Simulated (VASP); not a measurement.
# CdI4 (Pm-3m) in VASP: notebook, part 2 of 2

VASP 6.6.1. The steps go on from the part before.

## Step 3: Relaxation of cell and atoms, PBE

The input, INCAR:

```
ALGO = Normal
EDIFF = 1E-6
EDIFFG = -0.01
ENCUT = 600
GGA = PE
IBRION = 2
ISIF = 3
ISMEAR = 0
LASPH = T
LCHARG = F
LREAL = F
LWAVE = F
NELM = 100
NSW = 100
PREC = Accurate
SIGMA = 0.1
```

The input, KPOINTS:

```
k-points
0
Gamma
  6 6 6
```

The input, POSCAR:

```
CdI4
1.0
    6.2333745479      0.0000000000      0.0000000000
    0.0000000000      6.2333745479      0.0000000000
    0.0000000000      0.0000000000      6.2333745479
Cd I
1 4
Direct
    0.5000000000      0.5000000000      0.5000000000
    0.5000000000      0.0000000000      0.0000000000
    0.0000000000      0.5000000000      0.0000000000
    0.0000000000      0.0000000000      0.5000000000
    0.0000000000      0.0000000000      0.0000000000
```

Potentials or basis: VASP PAW PBE potentials, release 64 (Cd, I).

Started as:

```sh
$ cat potpaw_PBE.64/Cd/POTCAR potpaw_PBE.64/I/POTCAR > POTCAR
$ mpirun -np 1 vasp_std > vasp.out
```

OUTCAR:

```text
EDIFF = 1E-6
   EDIFFG = -0.01
   ENCUT = 600
   GGA = PE
   IBRION = 2
   ISIF = 3
   ISMEAR = 0
   LASPH = T
   LREAL = F
   NELM = 100
   NSW = 100
   PREC = Accurate

 ion  position               nearest neighbor table
   1  0.500  0.500  0.500-
   2  0.500  0.000  0.000-   5 3.12   5 3.12
   3  0.000  0.500  0.000-   5 3.12   5 3.12
   4  0.000  0.000  0.500-   5 3.12   5 3.12
   5  0.000  0.000  0.000-   2 3.12   3 3.12   4 3.12   4 3.12   3 3.12   2 3.12

  LATTYP: Found a simple cubic cell.
 ALAT       =     6.2333745479

  Lattice vectors:

 A1 = (   6.2333745479,   0.0000000000,   0.0000000000)
 A2 = (   0.0000000000,   6.2333745479,   0.0000000000)
 A3 = (   0.0000000000,   0.0000000000,   6.2333745479)

Analysis of symmetry for initial positions (statically):
=====================================================================
 Subroutine PRICEL returns:
 Original cell was already a primitive cell.

 Routine SETGRP: Setting up the symmetry group for a
 simple cubic supercell.

 Subroutine GETGRP returns: Found 48 space group operations
 (whereof 48 operations were pure point group operations)
 out of a pool of 48 trial point group operations.

The static configuration has the point symmetry O_h .

Analysis of symmetry for dynamics (positions and initial velocities):
=====================================================================
 Subroutine PRICEL returns:
 Original cell was already a primitive cell.

 Routine SETGRP: Setting up the symmetry group for a
 simple cubic supercell.

 Subroutine GETGRP returns: Found 48 space group operations
 (whereof 48 operations were pure point group operations)
 out of a pool of 48 trial point group operations.

The dynamic configuration has the point symmetry O_h .

 Subroutine INISYM returns: Found 48 space group operations
 (whereof 48 operations are pure point group operations),
 and found     1 'primitive' translations

----------------------------------------------------------------------------------------

                                     Primitive cell

  volume of cell :     242.1975

  direct lattice vectors                    reciprocal lattice vectors
     6.233374548  0.000000000  0.000000000     0.160426747  0.000000000  0.000000000
     0.000000000  6.233374548  0.000000000     0.000000000  0.160426747  0.000000000
     0.000000000  0.000000000  6.233374548     0.000000000  0.000000000  0.160426747

  length of vectors
     6.233374548  6.233374548  6.233374548     0.160426747  0.160426747  0.160426747

  position of ions in fractional coordinates (direct lattice)
     0.500000000  0.500000000  0.500000000
     0.500000000  0.000000000  0.000000000
     0.000000000  0.500000000  0.000000000
     0.000000000  0.000000000  0.500000000
[... 111 lines left out ...]
  volume of cell :      242.20
 maximum number of plane-waves:      8144
 NGX is ok and might be reduce to    50
   NGX = 25   NGY = 25   NGZ = 25

--------------------------------------- Ionic step        1  -------------------------------------------

 number of electron      40.0000010 magnetization

 Free energy of the ion-electron system (eV)
  ---------------------------------------------------
  ext. energy  EPLUGINS =         0.00000000
  ---------------------------------------------------
  free energy    TOTEN  =        -5.69303306 eV

  energy without entropy =       -5.67131195  energy(sigma->0) =       -5.68217251

------------------------ aborting loop because EDIFF is reached ----------------------------------------

  FORCE on cell =-STRESS in cart. coord.  units (eV):
  Direction    XX          YY          ZZ          XY          YZ          ZX
  --------------------------------------------------------------------------------------
  -------------------------------------------------------------------------------------
  Total       -0.1218838     -0.1218838     -0.1218838      0.0000000      0.0000000     -0.0000000
  in kB       -0.8062817     -0.8062817     -0.8062817      0.0000000      0.0000000     -0.0000000
  external PRESSURE =      -0.8062817 kB  Pullay stress =       0.0000000 kB

 VOLUME and BASIS-vectors are now :
 -----------------------------------------------------------------------------
  energy-cutoff  :      600.00
  volume of cell :      242.20
      direct lattice vectors                 reciprocal lattice vectors
     6.233374548  0.000000000  0.000000000     0.160426747  0.000000000  0.000000000
     0.000000000  6.233374548  0.000000000     0.000000000  0.160426747  0.000000000
     0.000000000  0.000000000  6.233374548     0.000000000  0.000000000  0.160426747

 POSITION                                       TOTAL-FORCE (eV/Angst)
 -----------------------------------------------------------------------------------
      3.11669      3.11669      3.11669         0.000000      0.000000      0.000000
      3.11669      0.00000      0.00000         0.000000      0.000000      0.000000
      0.00000      3.11669      0.00000         0.000000      0.000000      0.000000
      0.00000      0.00000      3.11669         0.000000      0.000000      0.000000
      0.00000      0.00000      0.00000         0.000000      0.000000      0.000000
 -----------------------------------------------------------------------------------
    total drift:                                0.000000      0.000000     -0.000000

  FREE ENERGIE OF THE ION-ELECTRON SYSTEM (eV)
  ---------------------------------------------------
  free  energy   TOTEN  =        -5.6930330632 eV

  energy  without entropy=       -5.6713119542  energy(sigma->0) =       -5.68217251

--------------------------------------- Ionic step        2  -------------------------------------------

 number of electron      40.0000009 magnetization

 Free energy of the ion-electron system (eV)
  ---------------------------------------------------
  ext. energy  EPLUGINS =         0.00000000
  ---------------------------------------------------
  free energy    TOTEN  =        -5.69331004 eV

  energy without entropy =       -5.67170498  energy(sigma->0) =       -5.68250751

 E-fermi :   0.8740     XC(G=0):  -7.3714

 val. band max:        0.8738539313   @ k =   0.3333   0.3333   0.1667
 cond. band min:       0.8769244316   @ k =   0.5000   0.3333   0.0000
 fundamental gap:      0.0030705003
 Fermi energy:         0.8739757905

 k-point     1 :       0.0000    0.0000    0.0000
  band No.  band energies     occupation
      1     -13.0343      2.00000
      2     -10.5874      2.00000
      3     -10.5874      2.00000
      4      -9.8603      2.00000
      5      -6.3052      2.00000
      6      -6.3052      2.00000
[... 529 lines left out ...]
     23       5.9083      0.00000
     24       5.9083      0.00000

------------------------ aborting loop because EDIFF is reached ----------------------------------------

  FORCE on cell =-STRESS in cart. coord.  units (eV):
  Direction    XX          YY          ZZ          XY          YZ          ZX
  --------------------------------------------------------------------------------------
  -------------------------------------------------------------------------------------
  Total       -0.0380856     -0.0380856     -0.0380856     -0.0000000     -0.0000000      0.0000000
  in kB       -0.2528338     -0.2528338     -0.2528338     -0.0000000     -0.0000000      0.0000000
  external PRESSURE =      -0.2528338 kB  Pullay stress =       0.0000000 kB

 VOLUME and BASIS-vectors are now :
 -----------------------------------------------------------------------------
  energy-cutoff  :      600.00
  volume of cell :      241.34
      direct lattice vectors                 reciprocal lattice vectors
     6.226044104  0.000000000 -0.000000000     0.160615631 -0.000000000 -0.000000000
     0.000000000  6.226044104 -0.000000000    -0.000000000  0.160615631 -0.000000000
     0.000000000  0.000000000  6.226044104     0.000000000  0.000000000  0.160615631

 POSITION                                       TOTAL-FORCE (eV/Angst)
 -----------------------------------------------------------------------------------
      3.11302      3.11302      3.11302         0.000000     -0.000000      0.000000
      3.11302      0.00000     -0.00000        -0.000000      0.000000      0.000000
      0.00000      3.11302     -0.00000        -0.000000      0.000000      0.000000
      0.00000      0.00000      3.11302        -0.000000      0.000000      0.000000
      0.00000      0.00000      0.00000        -0.000000     -0.000000      0.000000
 -----------------------------------------------------------------------------------
    total drift:                                0.000000      0.000000     -0.000000

  FREE ENERGIE OF THE ION-ELECTRON SYSTEM (eV)
  ---------------------------------------------------
  free  energy   TOTEN  =        -5.6933100371 eV

  energy  without entropy=       -5.6717049812  energy(sigma->0) =       -5.68250751

 reached required accuracy - stopping structural energy minimisation
```

Run time: 2.7 min. Hardware: 1 thread of Intel Xeon Platinum 8488C (Sapphire Rapids), shared host; peak memory 0.44 GiB.

Results:

| Quantity | Value |
| --- | --- |
| Free energy | -5.6933 eV |
| Relaxed volume | 48.27 Å³/atom |
| Relaxed cell | a = 6.226 Å, b = 6.226 Å, c = 6.226 Å, α = 90.00°, β = 90.00°, γ = 90.00° |
| Space group after relaxing (to 0.05 Å) | Pm-3m (No. 221) |
| Energy gained by relaxing | 0.1 meV/atom |
| Ionic steps | 2 |
| Pressure after relaxing | 0.0 GPa |
| Band gap on the k mesh | zero (band 20 reaches 2.97 eV, above the bottom of band 21 at 0.42 eV) |

The path:
```csv
step,energy change (eV),largest force (eV/Å),pressure (GPa),volume (Å³)
1,0.0000,0.0000,-0.08,242.20
2,-0.0003,0.0000,-0.03,241.34
```

Final structure:
```xyz
5
Lattice="6.2260 0.0000 0.0000 0.0000 6.2260 0.0000 0.0000 0.0000 6.2260" Properties=species:S:1:pos:R:3 pbc="T T T"
Cd    3.1130    3.1130    3.1130
I     3.1130    0.0000    0.0000
I     0.0000    3.1130    0.0000
I     0.0000    0.0000    3.1130
I     0.0000    0.0000    0.0000
```

Levels at points of the mesh, in eV from the Fermi level:
| k point | band 17 | band 18 | band 19 | band 20 | band 21 | band 22 |
| --- | --- | --- | --- | --- | --- | --- |
| (0.00, 0.00, 0.00) | -1.01 | -1.01 | -0.78 | 2.09 | 2.09 | 2.09 |
| (0.50, 0.00, 0.00) | -1.11 | -1.02 | -1.02 | 0.28 | 2.09 | 2.09 |
| (0.50, 0.50, 0.00) | -1.29 | -1.01 | -1.01 | -0.46 | -0.10 | 2.07 |
| (0.50, 0.50, 0.50) | -1.65 | -1.25 | -0.70 | -0.46 | -0.46 | -0.46 |

Caveat: spin-orbit coupling is left out, which moves the levels of the heavy elements.
